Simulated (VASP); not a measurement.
Wanted: the native input for a VASP 6.6.1 run.

```yaml
Task: single point
Functional: r2SCAN
Potentials_or_basis: VASP PAW PBE potentials, release 64 (Ba_sv, Ti_sv, O_h)
Cutoff: 1480 eV
k_mesh: 6 × 6 × 6
Occupations: gaussian, width 0.05 eV
Spin: no spin polarisation
Dipole_correction: no
Further_INCAR_settings: ALGO = Normal; EDIFF = 1e-06; NBANDS = 28
```

The system is BaTiO3.

```
Ba Ti O
1.0
     3.99405    0.00000    0.00000
     0.00000    3.99405    0.00000
     0.00000    0.00000    3.99405
Ba Ti O
1 1 3
Cartesian
  1.9970 1.9970 1.9970
  0.0000 0.0000 0.0000
  1.9970 0.0000 0.0000
  0.0000 1.9970 0.0000
  0.0000 0.0000 1.9970
```

One way to write it, as run:

POSCAR

```
BaTiO3
1.0
    3.9940458948      0.0000000000      0.0000000000
    0.0000000000      3.9940458948      0.0000000000
    0.0000000000      0.0000000000      3.9940458948
Ba Ti O
1 1 3
Direct
    0.5000000000      0.5000000000      0.5000000000
    0.0000000000      0.0000000000      0.0000000000
    0.5000000000      0.0000000000      0.0000000000
    0.0000000000      0.5000000000      0.0000000000
    0.0000000000      0.0000000000      0.5000000000
```

INCAR.step1

```
PREC     = Accurate       # precision mode
ENCUT    = 1480           # plane-wave cutoff, eV
ISMEAR   = 0              # smearing method
SIGMA    = 0.05           # smearing width, eV
LREAL    = False          # projectors in reciprocal space
LASPH    = True           # aspherical terms in the spheres
NELM     = 120            # most SCF steps
NBANDS   = 28             # bands
GGA      = PE             # functional
ALGO     = Normal         # electronic algorithm
EDIFF    = 1E-5           # SCF threshold, eV
LWAVE    = True           # write WAVECAR
LCHARG   = False          # write CHGCAR
GGA_COMPAT= False
```

INCAR.step2

```
PREC     = Accurate       # precision mode
ENCUT    = 1480           # plane-wave cutoff, eV
EDIFF    = 1E-6           # SCF threshold, eV
ISMEAR   = 0              # smearing method
SIGMA    = 0.05           # smearing width, eV
LREAL    = False          # projectors in reciprocal space
LASPH    = True           # aspherical terms in the spheres
NELM     = 120            # most SCF steps
ALGO     = Normal         # electronic algorithm
ISIF     = 2              # what is computed and relaxed
LWAVE    = False          # write WAVECAR
LCHARG   = False          # write CHGCAR
METAGGA  = R2SCAN         # meta-GGA
LMIXTAU  = True         
NBANDS   = 28             # bands
ISTART   = 1            
GGA_COMPAT= False
```

KPOINTS

```
Automatic mesh
0
Gamma
  6 6 6
```

Potentials or basis: VASP PAW PBE potentials, release 64 (Ba_sv, Ti_sv, O_h).

Command:

```sh
$ cat potpaw_PBE.64/Ba_sv/POTCAR potpaw_PBE.64/Ti_sv/POTCAR potpaw_PBE.64/O_h/POTCAR > POTCAR
$ cp INCAR.step1 INCAR
$ mpirun -np 1 vasp_std > vasp.out
$ cp INCAR.step2 INCAR
$ mpirun -np 1 vasp_std > vasp.out
```

It gave:

```json
{"Pressure": "1.9 GPa", "Band gap on the k mesh": "2.16 eV (least direct gap 2.30 eV)"}
```

Caveat: the PAW data sets were made with another functional, which shifts forces and pressure a little; spin-orbit coupling is left out, which moves the levels of the heavy elements.

Wall time 8.4 min on 1 thread of AMD EPYC 9R45 96-Core Processor (Zen 5), with other jobs on the host, peak memory 0.48 GiB.
